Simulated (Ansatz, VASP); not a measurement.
**BP: VASP beside Ansatz**

```xyz
2
Lattice="0.0000 2.2742 2.2742 2.2742 0.0000 2.2742 2.2742 2.2742 0.0000" Properties=species:S:1:pos:R:3 pbc="T T T"
B     0.0000    0.0000    0.0000
P     1.1371    1.1371    1.1371
```

Alike in both runs: functional PBE; k mesh 10 × 10 × 10; occupations gaussian, width 0.02 eV; no spin polarisation.

Ansatz relaxed the structure, and its values are those at the end. VASP's run is a single point on that final structure, the one shown.

|  | VASP | Ansatz |
| --- | --- | --- |
| version | VASP 6.6.1 | Ansatz 0.2.0 |
| potentials or method | VASP PAW PBE potentials, release 64 (B, P), cutoff 500 eV | scalar-relativistic, plane waves, PAW |
| valence electrons in the cell | 8 | 8 |

|  | VASP | Ansatz | Ansatz less VASP |
| --- | --- | --- | --- |
| gap on the k mesh at the Fermi level (eV) | 1.25 | 1.25 | +0.004 |
| least direct gap on the mesh (eV) | 3.39 | 3.39 | +0.003 |
| pressure (GPa) | -0.2 | 0.0 | +0.23 |
